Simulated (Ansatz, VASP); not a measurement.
# MgO in VASP and in Ansatz

```
Mg O
1.0
     0.00000    2.05860    2.05860
     2.05860    0.00000    2.05860
     2.05860    2.05860    0.00000
Mg O
1 1
Direct
  0.00000 0.00000 0.00000
  0.50000 0.50000 0.50000
```

Alike in both runs: task single point; functional LDA; k mesh 10 × 10 × 10; occupations gaussian, width 0.02 eV; no spin polarisation.

|  | VASP | Ansatz |
| --- | --- | --- |
| version | VASP 6.6.1 | Ansatz 0.2.0 |
| potentials or method | VASP PAW LDA potentials, release 64 (Mg_sv, O), cutoff 840 eV | scalar-relativistic, plane waves, PAW |
| valence electrons in the cell | 16 | 16 |

Ansatz gave:

- gap on the k mesh at the Fermi level (eV): 5.35
- least direct gap on the mesh (eV): 5.35
- pressure (GPa): 5.6

Task: Estimate VASP's values.

Result: gap on the k mesh at the Fermi level (eV): 5.36; least direct gap on the mesh (eV): 5.36; pressure (GPa): 6.3.

LDA's correlation is that of Perdew and Zunger in VASP and of Perdew and Wang (1992) in Ansatz.
